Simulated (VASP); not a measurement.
Runs of VASP 6.6.1 on MoS2. The structure is that of space group P6_3/mmc (No. 194), or close to it. The cells are those of the table. 

| task | cell | gap on the mesh (eV) | pressure (GPa) | largest force (eV/Å) |
| --- | --- | --- | --- | --- |
| electric field gradients | a = 3.066, b = 3.066, c = 12.295 Å, angles 90.0, 90.0, 120.0°, 6 atoms | 0.96 | 12.1 | 1.54 |
| single point | a = 3.129, b = 3.129, c = 12.295 Å, angles 90.0, 90.0, 120.0°, 6 atoms | 0.91 | (a) | 1.00 |
| single point | a = 3.098, b = 3.098, c = 12.295 Å, angles 90.0, 90.0, 120.0°, 6 atoms | (b) | 8.1 | 1.26 |
| single point | a = 3.224, b = 3.224, c = 12.295 Å, angles 90.0, 90.0, 120.0°, 6 atoms | 0.60 | -4.6 | 0.33 |
| electric field gradients | a = 3.150, b = 3.150, c = 12.254 Å, angles 90.0, 90.0, 120.0°, 6 atoms | 0.84 | (c) | 0.95 |

Alike in all rows: level LDA; potentials or basis VASP PAW LDA potentials, release 64 (Mo_sv, S); no spin polarisation; k mesh 10 × 10 × 3; cutoff (eV) 520; smearing fermi-dirac 0.03 eV.

**Question.** Fill in the values left out.

**Answer.** (a) 4.5; (b) 0.93; (c) 2.8.

Caveats: forces of over 1 eV/Å act on the atoms, so gaps and moduli don't describe the material at rest (at least some runs); the cell stands under pressure (at least some runs); the stress differs along the axes, from 3 to 8 GPa (at least some runs); the stress differs along the axes, from -8 to 2 GPa (at least some runs); the stress differs along the axes, from 0 to 8 GPa (at least some runs).

A k mesh can miss the band edges, and the runs leave out spin-orbit coupling on Mo.
